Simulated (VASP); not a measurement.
Write the native input for VASP 6.6.1 that does the following.

| Property | Result |
| --- | --- |
| Task | single point |
| Functional | LDA |
| Potentials or basis | VASP PAW LDA potentials, release 64 (Si, O) |
| Cutoff | 520 eV |
| k mesh | 6 × 6 × 4 |
| Occupations | gaussian, width 0.02 eV |
| Spin | no spin polarisation |
| Dipole correction | no |
| Further INCAR settings | ALGO = Normal; EDIFF = 1e-06; NBANDS = 44 |

The structure of SiO2 (Cristobalite) lies in POSCAR:

```
SiO2
1.0
    4.9489351438      0.0000000000      0.0000000000
    0.0000000000      4.9489351438      0.0000000000
    0.0000000000      0.0000000000      6.8798288734
Si O
4 8
Direct
    0.3037687849      0.3037687849      0.0000000000
    0.1962312151      0.8037687849      0.2500000000
    0.6962312151      0.6962312151      0.5000000000
    0.8037687849      0.1962312151      0.7500000000
    0.2375588463      0.1121355490      0.1827554469
    0.3878644510      0.7375588463      0.4327554469
    0.7624411537      0.8878644510      0.6827554469
    0.6121355490      0.2624411537      0.9327554469
    0.7375588463      0.3878644510      0.5672445531
    0.8878644510      0.7624411537      0.3172445531
    0.2624411537      0.6121355490      0.0672445531
    0.1121355490      0.2375588463      0.8172445531
```

One way to write it, as run:

INCAR

```
SYSTEM = SiO2
  PREC = Accurate
  ENCUT = 520
  EDIFF = 1E-6
  ISMEAR = 0
  SIGMA = 0.02
  LREAL = .FALSE.
  LASPH = .TRUE.
  NELM = 100
  ALGO = Normal
  ISIF = 2
  LWAVE = .FALSE.
  LCHARG = .FALSE.
  NBANDS = 44
```

KPOINTS

```
regular mesh
0
G
  6 6 4
  0 0 0
```

Potentials or basis: VASP PAW LDA potentials, release 64 (Si, O).

The run is started by

```console
$ cat potpaw_LDA.64/Si/POTCAR potpaw_LDA.64/O/POTCAR > POTCAR
$ mpirun -np 1 vasp_std > vasp.out
```

It gave:

```yaml
Pressure: 0.6 GPa
Largest_force: 0.028 eV/Å
Band_gap_on_the_k_mesh: 5.55 eV, direct
```

Wall time 5.6 min on 1 thread of AMD EPYC 7R13 Processor (Zen 3) (shared host), peak memory 0.28 GiB.
